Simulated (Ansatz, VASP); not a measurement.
# LiMg2: VASP beside Ansatz

INCAR

```
SYSTEM = LiMg2
ALGO = Normal
EDIFF = 1E-6
ENCUT = 520
ISIF = 2
ISMEAR = -1
LASPH = .True.
LCHARG = .True.
LELF = .True.
LREAL = .False.
LVHAR = .True.
LWAVE = .False.
NBANDS = 10
NELM = 60
PREC = Accurate
SIGMA = 0.05
```

Contents of KPOINTS:

```
k-points
0
Gamma
  11 11 11
  0 0 0
```

File POSCAR:

```
LiMg2
1.0
    4.0009939698     -1.2724036673      0.0000000000
    4.0009939698      1.2724036673      0.0000000000
   -0.8089907092      0.0000000000      2.4214055083
Li Mg
1 2
Direct
    0.5000000000      0.5000000000      0.5000000000
    0.8413175900      0.8413175900      0.8411383200
    0.1586824100      0.1586824100      0.1588616800
```

Input for Ansatz:

```yaml
crystal:
  lattice:
    - [4.0009939698, -1.2724036673, 0.0]
    - [4.0009939698, 1.2724036673, 0.0]
    - [-0.8089907092, 0.0, 2.4214055083]
  atoms:
    - { symbol: Li, position: [0.5, 0.5, 0.5] }
    - { symbol: Mg, position: [0.84131759, 0.84131759, 0.84113832] }
    - { symbol: Mg, position: [0.15868241, 0.15868241, 0.15886168] }
kpoints:
  mp_grid: { grid: [11, 11, 11] }
  band_path:
    path:
      - [0.0, 0.0, 0.0]
      - [-0.2781067995, 0.2781067995, 0.0]
      - [-0.7218932005, -0.2781067995, 0.0]
      - [-0.5, -0.5, 0.0]
      - [0.0, 0.0, 0.0]
      - [-0.5, -0.5, 0.5]
      - [-0.7498096649, -0.2501903351, 0.5]
      - [-0.2501903351, 0.2501903351, 0.5]
      - [0.0, 0.0, 0.5]
    npoints: 6
scf:
  occupations: { method: fermi_dirac, width: 0.05 }
hamiltonian:
  xc: lda
  pseudopotentials: { kind: all_electron, lapw: { basis_error: 0.001 } }
output:
  forces: true
  stress: true
  eigenvalues: true
  populations: true
```

Change from the starting cell: volume scaled by 0.4, LAPW.

Alike in both runs: task single point; functional LDA; k mesh 11 × 11 × 11; occupations fermi-dirac, width 0.05 eV; no spin polarisation.

```csv
,VASP,Ansatz
version,VASP 6.6.1,Ansatz 0.2.0
potentials or method,"VASP PAW LDA potentials, release 64 (Li_sv, Mg), cutoff 520 eV","all-electron LAPW, scalar-relativistic"
```

|  | VASP | Ansatz | Ansatz less VASP |
| --- | --- | --- | --- |
| rms of the force components (eV/Å) | 0.969 | 0.918 | -0.0506 |

LDA's correlation is that of Perdew and Zunger in VASP and of Perdew and Wang (1992) in Ansatz. Atom by atom the forces differ by 0.051 eV/Å (rms over components). Ansatz ran all-electron here, and VASP with PAW potentials.

Noted on VASP's run: the cutoff is under 1.25 times that of the potentials, so the pressure is a little rough; the cell as given lies far from equilibrium.
